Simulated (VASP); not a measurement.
# Ga (P-1) in VASP: single point with PBEsol

Aim: the single point of Ga with PBEsol.

Everything below comes from runs of VASP 6.6.1. Logs are shortened: lines on timing, memory, paths and dates and some standing lists are left out, and cuts for length are marked.

### Step 1. The cell of the first run

The typed cell holds 2 atoms: a = 4.284 Å, b = 4.232 Å, c = 3.335 Å, α = 92.08°, β = 89.99°, γ = 142.09°.

### Step 2. Single point, PBEsol (equal xy, yz and zx shear strains of -2 %)

INCAR

```
SYSTEM = Ga
PREC = Accurate
ENCUT = 520
EDIFF = 1E-6
ISMEAR = -1
SIGMA = 0.03
LREAL = .False.
LASPH = .True.
NELM = 60
ALGO = Normal
ISIF = 2
LWAVE = .False.
LCHARG = .False.
GGA = PS
NBANDS = 20
```

KPOINTS

```
regular mesh
0
Gamma
  14 14 11
  0 0 0
```

POSCAR

```
Ga
1.0
    1.4232650000     -4.0403300000      0.0264350000
    1.3427350000      4.0126700000     -0.0540950000
   -0.1507493000     -0.0321248000      3.3311045000
Ga
2
Direct
    0.8690000000      0.1310000000      0.2500000000
    0.1310000000      0.8690000000      0.7500000000
```

Potentials or basis: VASP PAW PBE potentials, release 64 (Ga_d).

The run is started by

```sh
$ cat potpaw_PBE.64/Ga_d/POTCAR > POTCAR
$ mpirun -np 1 vasp_std > vasp.out
```

OUTCAR:

```text
SYSTEM = Ga
   PREC = Accurate
   ENCUT = 520
   EDIFF = 1E-6
   ISMEAR = -1
   LREAL = .False.
   LASPH = .True.
   NELM = 60
   ISIF = 2
   GGA = PS

 ion  position               nearest neighbor table
   1  0.869  0.131  0.250-   2 2.66   2 2.71   2 2.81   2 2.89
   2  0.131  0.869  0.750-   1 2.66   1 2.71   1 2.81   1 2.89

  LATTYP: Found a triclinic cell.
 ALAT       =     2.7662765862
 B/A-ratio  =     2.1109208201
 C/A-ratio  =     2.3385577857
 COS(alpha) =     0.0131506365
 COS(beta)  =     0.6006362906
 COS(gamma) =     0.7243108628

  Lattice vectors:

 A1 = (  -2.7660000000,   0.0276600000,   0.0276600000)
 A2 = (  -4.1892650000,   4.0679900000,   0.0012250000)
 A3 = (  -3.9579857000,  -3.9528852000,  -3.2493495000)

Analysis of symmetry for initial positions (statically):
=====================================================================
 Subroutine PRICEL returns:
 Original cell was already a primitive cell.

 Routine SETGRP: Setting up the symmetry group for a
 triclinic supercell.

 Subroutine GETGRP returns: Found  2 space group operations
 (whereof  2 operations were pure point group operations)
 out of a pool of  2 trial point group operations.

The static configuration has the point symmetry S_2 .

Analysis of symmetry for dynamics (positions and initial velocities):
=====================================================================
 Subroutine PRICEL returns:
 Original cell was already a primitive cell.

 Routine SETGRP: Setting up the symmetry group for a
 triclinic supercell.

 Subroutine GETGRP returns: Found  2 space group operations
 (whereof  2 operations were pure point group operations)
 out of a pool of  2 trial point group operations.

The dynamic configuration has the point symmetry S_2 .

 Subroutine INISYM returns: Found  2 space group operations
 (whereof  2 operations are pure point group operations),
 and found     1 'primitive' translations

----------------------------------------------------------------------------------------

                                     Primitive cell

  volume of cell :      37.0752

  direct lattice vectors                    reciprocal lattice vectors
     1.423265000 -4.040330000  0.026435000     0.360480212 -0.120421001  0.015152223
     1.342735000  4.012670000 -0.054095000     0.362989351  0.127983832  0.017661363
    -0.150749300 -0.032124800  3.331104500     0.003034013  0.003034013  0.300367293

  length of vectors
     4.283765701  4.231711720  3.334668581     0.380364023  0.385296061  0.300397938

  position of ions in fractional coordinates (direct lattice)
     0.869000000  0.131000000  0.250000000
     0.131000000  0.869000000  0.750000000

  ion indices of the primitive-cell ions
   primitive index   ion index
                 1           1
                 2           2

----------------------------------------------------------------------------------------

 KPOINTS: regular mesh

Automatic generation of k-mesh.
 Grid dimensions read from file:
 generate k-points for:   14   14   11

 Generating k-lattice:

  Cartesian coordinates                     Fractional coordinates (reciprocal lattice)
     0.025748587 -0.008601500  0.001082302     0.071428571 -0.000000000  0.000000000
     0.025927811  0.009141702  0.001261526    -0.000000000  0.071428571  0.000000000
     0.000275819  0.000275819  0.027306118     0.000000000  0.000000000  0.090909091

  Length of vectors
     0.027168859  0.027521147  0.027308903

  Shift w.r.t. Gamma in fractional coordinates (k-lattice)
     0.000000000  0.000000000  0.000000000

 Subroutine IBZKPT returns following result:
 ===========================================

 Found   1080 irreducible k-points:

 Following reciprocal coordinates:
            Coordinates               Weight
  0.000000  0.000000  0.000000      1.000000
  0.071429  0.000000  0.000000      2.000000
  0.142857 -0.000000  0.000000      2.000000
  0.214286  0.000000  0.000000      2.000000
  0.285714  0.000000  0.000000      2.000000
  0.357143  0.000000  0.000000      2.000000
[... 16 lines left out ...]
 -0.000000  0.142857  0.000000      2.000000
  0.071429  0.142857  0.000000      2.000000
 [... further k-points ...]
   k-points           NKPTS =   1080   k-points in BZ     NKDIM =   1080   number of bands    NBANDS=     20
   number of dos      NEDOS =    301   number of ions     NIONS =      2
   total plane-waves  NPLWV =  28672
   dimension x,y,z NGX =    32 NGY =   32 NGZ =   28
   dimension x,y,z NGXF=    64 NGYF=   64 NGZF=   56
   ions per type =               2
   NGX,Y,Z   is equivalent  to a cutoff of  12.42, 12.57, 13.96 a.u.
   NGXF,Y,Z  is equivalent  to a cutoff of  24.84, 25.14, 27.92 a.u.
 SYSTEM =  Ga
   PREC   = accura    normal or accurate (medium, high low for compatibility)
   ISTART =      0    job   : 0-new  1-cont  2-samecut
   ICHARG =      2    charge: 1-file 2-atom 10-const
   ISPIN  =      1    spin polarized calculation?
   LNONCOLLINEAR =      F non collinear calculations
   LSORBIT =      F    spin-orbit coupling
   LASPH  =      T    aspherical Exc in radial PAW
   ENCUT  =  520.0 eV  38.22 Ry    6.18 a.u.   7.96  7.87  6.20*2*pi/ulx,y,z
   NELM   =     60;   NELMIN=  2; NELMDL= -5     # of ELM steps
   EDIFF  = 0.1E-05   stopping-criterion for ELM
   LREAL  =      F    real-space projection
   EDIFFG = 0.1E-04   stopping-criterion for IOM
   NSW    =      0    number of steps for IOM
   IBRION =     -1    ionic relax: 0-MD 1-quasi-New 2-CG
   NFREE  =      0    steps in history (QN), initial steepest desc. (CG)
   ISIF   =      2    stress and relaxation
   ISYM   =      2    0-nonsym 1-usesym 2-fastsym
   POTIM  = 0.5000    time-step for ionic-motion
   TEBEG  =    0.0;   TEEND  =   0.0 temperature during run
   PSTRESS=    0.0 pullay stress
   NELECT =      26.0000    total number of electrons
   NUPDOWN=      -1.0000    fix difference up-down
   EMIN   =  10.00;   EMAX   =-10.00  energy-range for DOS
   EFERMI =   0.00;   METHOD = LEGACY
   ISMEAR =    -1;   SIGMA  =   0.03  broadening in eV -4-tet -1-fermi 0-gaus
   EFERMI_NEDOS =   21; number of points for ismear=-14 and -15
   IALGO  =     38    algorithm
   IMIX   =      4    mixing-type and parameters
     AMIX     =   0.40;   BMIX     =  1.00
     AMIX_MAG =   1.60;   BMIX_MAG =  1.00
  volume/ion in A,a.u.               =      18.54       125.10
  Fermi-wavevector in a.u.,A,eV,Ry     =   1.454470  2.748549 28.782881  2.115482
  Thomas-Fermi vector in A             =   2.571617
   LORBIT       =      0    0 simple, 1 ext, 2 COOP (PROOUT), +10 PAW based schemes
   GGA     = PS    functional components
   LHFCALC =     F    Hartree Fock is set to
   AEXX    =    0.0000 exact exchange contribution
   IVDW    =     0    specifies the selected vdW correction
   LEPSILON=     F    determine dielectric tensor
   LRPA    =     F    only Hartree local field effects (RPA)
 non-spin polarized calculation
  energy-cutoff  :      520.00
  volume of cell :       37.08
 maximum number of plane-waves:      1012
   NGX = 15   NGY = 15   NGZ = 13

 number of electron      26.0000008 magnetization

 Free energy of the ion-electron system (eV)
  ---------------------------------------------------
  ext. energy  EPLUGINS =         0.00000000
  ---------------------------------------------------
  free energy    TOTEN  =        -6.66938712 eV

  energy without entropy =       -6.66742141  energy(sigma->0) =       -6.66840426

 E-fermi :   5.4936     XC(G=0): -11.1988

 val. band max:        5.4913627803   @ k =   0.0714   0.3571   0.0000
 cond. band min:       5.4937086013   @ k =  -0.0714   0.4286   0.3636
 fundamental gap:      0.0023458210
 Fermi energy:         5.4936156157

 k-point     1 :       0.0000    0.0000    0.0000
  band No.  band energies     occupation
      1      -9.5976      2.00000
      2      -9.5861      2.00000
      3      -9.5500      2.00000
      4      -9.5277      2.00000
      5      -9.2515      2.00000
      6      -9.2484      2.00000
[... 12 lines left out ...]
     19      16.4488      0.00000
     20      18.5758      0.00000

 k-point     2 :       0.0714    0.0000    0.0000
  band No.  band energies     occupation
      1      -9.5938      2.00000
      2      -9.5775      2.00000
      3      -9.5391      2.00000
      4      -9.5071      2.00000
      5      -9.2620      2.00000
      6      -9.2570      2.00000
[... 12 lines left out ...]
     19      16.7326      0.00000
     20      19.1559      0.00000

 k-point     3 :       0.1429   -0.0000    0.0000
  band No.  band energies     occupation
      1      -9.5827      2.00000
      2      -9.5568      2.00000
      3      -9.5078      2.00000
      4      -9.4500      2.00000
      5      -9.2912      2.00000
      6      -9.2823      2.00000
[... 12 lines left out ...]
     19      16.9228      0.00000
     20      19.7866      0.00000

 k-point     4 :       0.2143    0.0000    0.0000
  band No.  band energies     occupation
      1      -9.5670      2.00000
      2      -9.5317      2.00000
      3      -9.4627      2.00000
      4      -9.3848      2.00000
      5      -9.3277      2.00000
      6      -9.3104      2.00000
[... 12 lines left out ...]
     19      17.1147      0.00000
     20      20.6127      0.00000

 k-point     5 :       0.2857    0.0000    0.0000
  band No.  band energies     occupation
      1      -9.5506      2.00000
      2      -9.5079      2.00000
      3      -9.4254      2.00000
      4      -9.3958      2.00000
      5      -9.3694      2.00000
      6      -9.2847      2.00000
[... 12 lines left out ...]
     19      17.2110      0.00000
     20      19.2282      0.00000

 k-point     6 :       0.3571    0.0000    0.0000
  band No.  band energies     occupation
      1      -9.5371      2.00000
      2      -9.4970      2.00000
      3      -9.4298      2.00000
      4      -9.4097      2.00000
      5      -9.4024      2.00000
      6      -9.2978      2.00000
[... 12 lines left out ...]
     19      16.6433      0.00000
     20      18.2886      0.00000

 k-point     7 :       0.4286    0.0000    0.0000
  band No.  band energies     occupation
      1      -9.5283      2.00000
      2      -9.5072      2.00000
      3      -9.4415      2.00000
      4      -9.4253      2.00000
      5      -9.4063      2.00000
      6      -9.3035      2.00000
[... 12 lines left out ...]
     19      15.4740      0.00000
     20      17.6209      0.00000
[... 277 lines left out ...]
 k-point    20 :      -0.2143    0.0714    0.0000
  band No.  band energies     occupation
      1      -9.5690      2.00000
      2      -9.5505      2.00000
      3      -9.5209      2.00000
      4      -9.4276      2.00000
      5      -9.3099      2.00000
      6      -9.2959      2.00000
[... 12 lines left out ...]
     19      16.3193      0.00000
     20      20.8834      0.00000

 k-point    21 :      -0.1429    0.0714    0.0000
  band No.  band energies     occupation
      1      -9.5854      2.00000
      2      -9.5781      2.00000
      3      -9.5472      2.00000
      4      -9.4861      2.00000
      5      -9.2791      2.00000
      6      -9.2673      2.00000
[... 12 lines left out ...]
     19      16.3630      0.00000
     20      19.5686      0.00000

 k-point    22 :      -0.0714    0.0714    0.0000
  band No.  band energies     occupation
      1      -9.5927      2.00000
      2      -9.5880      2.00000
      3      -9.5562      2.00000
      4      -9.5138      2.00000
      5      -9.2618      2.00000
      6      -9.2547      2.00000
[... 12 lines left out ...]
     19      16.3593      0.00000
     20      18.0963      0.00000

 k-point    23 :      -0.0000    0.1429    0.0000
  band No.  band energies     occupation
      1      -9.5811      2.00000
      2      -9.5557      2.00000
      3      -9.5066      2.00000
      4      -9.4536      2.00000
      5      -9.2864      2.00000
      6      -9.2843      2.00000
[... 12 lines left out ...]
     19      16.6664      0.00000
     20      19.7510      0.00000

 k-point    24 :       0.0714    0.1429    0.0000
  band No.  band energies     occupation
      1      -9.5745      2.00000
      2      -9.5369      2.00000
      3      -9.4503      2.00000
      4      -9.3988      2.00000
      5      -9.3121      2.00000
      6      -9.3021      2.00000
[... 12 lines left out ...]
     19      17.2833      0.00000
     20      19.7837      0.00000

 [... further k-points ...]

------------------------ aborting loop because EDIFF is reached ----------------------------------------

  FORCE on cell =-STRESS in cart. coord.  units (eV):
  Direction    XX          YY          ZZ          XY          YZ          ZX
  --------------------------------------------------------------------------------------
  -------------------------------------------------------------------------------------
  Total       -0.4482858     -0.3295985     -0.4566270      0.1391736      0.1940281      0.0469182
  in kB      -19.3723243    -14.2433459    -19.7327838      6.0142799      8.3847751      2.0275342
  external PRESSURE =     -17.7828180 kB  Pullay stress =       0.0000000 kB

 VOLUME and BASIS-vectors are now :
 -----------------------------------------------------------------------------
  energy-cutoff  :      520.00
  volume of cell :       37.08
      direct lattice vectors                 reciprocal lattice vectors
     1.423265000 -4.040330000  0.026435000     0.360480212 -0.120421001  0.015152223
     1.342735000  4.012670000 -0.054095000     0.362989351  0.127983832  0.017661363
    -0.150749300 -0.032124800  3.331104500     0.003034013  0.003034013  0.300367293

 POSITION                                       TOTAL-FORCE (eV/Angst)
 -----------------------------------------------------------------------------------
      1.37503     -2.99342      0.84866        -0.008205      0.171109      0.010608
      1.24022      2.93363      2.45478         0.008205     -0.171109     -0.010608
 -----------------------------------------------------------------------------------
    total drift:                                0.000000      0.000000     -0.000000

  FREE ENERGIE OF THE ION-ELECTRON SYSTEM (eV)
  ---------------------------------------------------
  free  energy   TOTEN  =        -6.6693871221 eV

  energy  without entropy=       -6.6674214074  energy(sigma->0) =       -6.66840426
```

It took 3.5 min on 1 thread of Intel Xeon 6975P-C (Granite Rapids), shared host; peak memory 0.69 GiB.

What came out:

```yaml
Free_energy: -6.6694 eV
Pressure: -1.8 GPa
Largest_force: 0.172 eV/Å
Band_gap_on_the_k_mesh: zero (bands 13 and 14 overlap by 7.96 eV)
```

Forces on the atoms (eV/Å):
```
Ga  -0.008  0.171  0.011
Ga   0.008 -0.171 -0.011
```

Stress tensor (GPa, compression positive):
```
-1.94  0.60  0.20
 0.60 -1.42  0.84
 0.20  0.84 -1.97
```

Levels at points of the mesh, in eV from the Fermi level:
```
           k point  band 9  band 10  band 11  band 12  band 13  band 14  band 15  band 16  band 17  band 18
(0.00, 0.00, 0.00)  -14.69   -14.56   -11.23    -2.09    -1.62     1.64     5.44     9.70     9.95    10.43
(0.50, 0.00, 0.00)  -14.62   -14.58    -6.13    -5.04    -1.16     0.24     5.49     6.55     8.27     9.10
(0.00, 0.50, 0.00)  -14.63   -14.58    -5.94    -5.00    -1.50    -0.21     5.66     6.98     8.21     9.60
(0.50, 0.50, 0.00)  -14.66   -14.62    -9.10    -8.60     3.98     4.55     5.86     6.07     7.59    10.96
```

Caveat: the cell differs from its parent crystal (equal xy, yz and zx shear strains of -2 %); the PAW data sets were made with another functional, which shifts forces and pressure a little.
